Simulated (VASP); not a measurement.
Input of a VASP 6.6.1 run:

File INCAR:

```
SYSTEM = MoS2
ALGO = Normal
EDIFF = 1E-6
EDIFFG = -0.005
ENCUT = 600
GGA = PE
IBRION = 2
ISIF = 3
ISMEAR = -1
IVDW = 12
LASPH = .TRUE.
LCHARG = .FALSE.
LREAL = .FALSE.
LWAVE = .FALSE.
NELM = 100
NSW = 80
PREC = Accurate
SIGMA = 0.02
```

KPOINTS

```
k-points
0
G
  12 12 2
  0 0 0
```

Contents of POSCAR:

```
MoS2
1.0
    3.4681845800      0.0000000000      0.0000000000
   -1.7340922900      3.0035359513      0.0000000000
    0.0000000000      0.0000000000     12.6075179200
Mo S
2 4
Direct
    0.3333333333      0.6666666667      0.2500000000
    0.6666666667      0.3333333333      0.7500000000
    0.6666666667      0.3333333333      0.3842952269
    0.6666666667      0.3333333333      0.1157047731
    0.3333333333      0.6666666667      0.8842952269
    0.3333333333      0.6666666667      0.6157047731
```

Potentials or basis: VASP PAW PBE potentials, release 64 (Mo_sv, S).

Command:

```bash
$ cat potpaw_PBE.64/Mo_sv/POTCAR potpaw_PBE.64/S/POTCAR > POTCAR
$ mpirun -np 1 vasp_std > vasp.out
```

(1) Predict the band gap on the k mesh.

(2) What does it give for the relaxed volume?

(3) Predict the relaxed cell.

## Answers

(1) 0.80 eV, indirect (least direct gap 1.70 eV).

(2) 17.31 Å³/atom.

(3) a = 3.150 Å, b = 3.150 Å, c = 12.091 Å, α = 90.00°, β = 90.00°, γ = 120.00°.

Caveat: the volume moved by over 15 % at a fixed basis, so the end points are rough.
